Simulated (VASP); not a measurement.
Input of a VASP 6.6.1 run:

File INCAR:

```
PREC     = Accurate       # precision mode
ENCUT    = 520            # plane-wave cutoff, eV
EDIFF    = 1E-6           # SCF threshold, eV
ISMEAR   = 0              # smearing method
SIGMA    = 0.15           # smearing width, eV
LREAL    = False          # projectors in reciprocal space
LASPH    = True           # aspherical terms in the spheres
NELM     = 100            # most SCF steps
ALGO     = Normal         # electronic algorithm
ISIF     = 2              # what is computed and relaxed
LWAVE    = False          # write WAVECAR
LCHARG   = False          # write CHGCAR
GGA      = CA             # functional
NBANDS   = 34             # bands
```

File KPOINTS:

```
Automatic mesh
0
Gamma
  8 8 12
```

POSCAR

```
Hf2N
1.0
    5.0683330392      0.0000000000      0.0000000000
    0.0000000000      5.2521585898      0.0000000000
    0.0000000000      0.0000000000      3.2005839592
Hf N
4 2
Direct
    0.2678039453      0.3230029221      0.0000000000
    0.7321960547      0.6769970779      0.0000000000
    0.7678039453      0.1769970779      0.5000000000
    0.2321960547      0.8230029221      0.5000000000
    0.0000000000      0.0000000000      0.0000000000
    0.5000000000      0.5000000000      0.5000000000
```

Potentials or basis: VASP PAW LDA potentials, release 64 (Hf_pv, N).

Launch:

```bash
$ cat potpaw_LDA.64/Hf_pv/POTCAR potpaw_LDA.64/N/POTCAR > POTCAR
$ mpirun -np 1 vasp_std > vasp.out
```

Problem. Predict the largest force.

Solution. 0.142 eV/Å.

Problem. What does it give for the band gap on the k mesh?

Solution. Zero (band 25 reaches 7.81 eV, above the bottom of band 26 at 5.35 eV).

Problem. Estimate the pressure.

Solution. 7.1 GPa.

Stress tensor (GPa, compression positive):
```
 7.41  0.00  0.00
 0.00 11.96  0.00
 0.00  0.00  1.85
```

Caveat: the cell differs from its parent crystal (mode 4 frozen in at -0.205 Å, normal strain along x -0.0350); spin-orbit coupling is left out, which moves the levels of the heavy elements.
